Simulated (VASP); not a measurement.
The system is Ca.

```
Ca
1.0
     0.00000    2.77545    2.77545
     2.77545    0.00000    2.77545
     2.77545    2.77545    0.00000
Ca
1
Direct
  0.00000 0.00000 0.00000
```

Base run:

| Quantity | Value |
| --- | --- |
| Program | VASP 6.6.1 |
| Functional | PBE |
| Potentials or basis | VASP PAW PBE potentials, release 64 (Ca_sv) |
| Cutoff | 520 eV |
| k mesh | 8 × 8 × 8 |
| Occupations | fermi-dirac, width 0.05 eV |
| Spin | no spin polarisation |

Its results: band gap on the k mesh zero (bands 5 and 6 overlap by 0.38 eV); pressure -0.2 GPa.

**Question.** The run is repeated on the same cell with these changes: functional from PBE to r2SCAN; further incar settings from ALGO = Fast; EDIFF = 1e-07; NBANDS = 11 to ALGO = Normal; EDIFF = 1e-07; NBANDS = 11. What comes out?

**Answer.** Band gap on the k mesh zero (bands 5 and 6 overlap by 0.55 eV); pressure 0.2 GPa.

Caveats: the PAW data sets were made with another functional, which shifts forces and pressure a little (at least some runs).
